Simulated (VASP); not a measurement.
Runs of VASP 6.6.1 on WC. The structure is that of space group P-6m2 (No. 187), or close to it. The cells are those of the table. 

```tsv
task	potentials or basis	cell	cutoff (eV)	second run	gap on the mesh (eV)	pressure (GPa)
electric field gradients	VASP PAW PBE potentials, release 64 (W_sv, C)	a = 2.881, b = 2.881, c = 2.810 Å, angles 90.0, 90.0, 120.0°, 2 atoms	520	-	none	9.3
electric field gradients	VASP PAW PBE potentials, release 64 (W_sv, C)	a = 2.891, b = 2.891, c = 2.820 Å, angles 90.0, 90.0, 120.0°, 2 atoms	520	-	none	4.8
electric field gradients	VASP PAW PBE potentials, release 64 (W_sv, C_h)	a = 2.910, b = 2.910, c = 2.838 Å, angles 90.0, 90.0, 120.0°, 2 atoms	910	hard_potentials	none	(b)
electric field gradients	VASP PAW PBE potentials, release 64 (W_sv, C)	a = 2.861, b = 2.861, c = 2.791 Å, angles 90.0, 90.0, 120.0°, 2 atoms	520	-	none	18.9
electric field gradients	VASP PAW PBE potentials, release 64 (W_sv, C)	a = 2.842, b = 2.842, c = 2.829 Å, angles 90.0, 90.0, 120.0°, 2 atoms	520	-	none	17.9
electric field gradients	VASP PAW PBE potentials, release 64 (W_sv, C)	a = 2.910, b = 2.910, c = 2.838 Å, angles 90.0, 90.0, 120.0°, 2 atoms	520	-	none	-3.5
electric field gradients	VASP PAW PBE potentials, release 64 (W_sv, C)	a = 2.939, b = 2.939, c = 2.866 Å, angles 90.0, 90.0, 120.0°, 2 atoms	520	-	none	-14.3
electric field gradients	VASP PAW PBE potentials, release 64 (W_sv, C_h)	a = 2.842, b = 2.842, c = 2.829 Å, angles 90.0, 90.0, 120.0°, 2 atoms	910	hard_potentials	none	17.8
electric field gradients	VASP PAW PBE potentials, release 64 (W_sv, C)	a = 2.957, b = 2.957, c = 2.884 Å, angles 90.0, 90.0, 120.0°, 2 atoms	520	-	none	-20.7
single point	VASP PAW PBE potentials, release 64 (W_sv, C)	a = 2.901, b = 2.888, c = 2.829 Å, angles 89.8, 89.4, 119.6°, 2 atoms	520	-	none	(a)
```

Alike in all rows: level PBEsol; no spin polarisation; k mesh 14 × 14 × 13; smearing fermi-dirac 0.05 eV.

Task: Estimate the missing entries.

Result: (a) 0.7; (b) -3.6.

Caveats: the PAW data sets were made with another functional, which shifts forces and pressure a little; spin-orbit coupling is left out, which moves the levels of the heavy elements; the cutoff is under 1.25 times the usual one of these potentials, so pressure, stress and relaxed cells hold a basis-set (Pulay) error (some runs).

A k mesh can miss the band edges, and the runs leave out spin-orbit coupling on W.

A gap of «none» marks levels without a gap at the run's occupations.
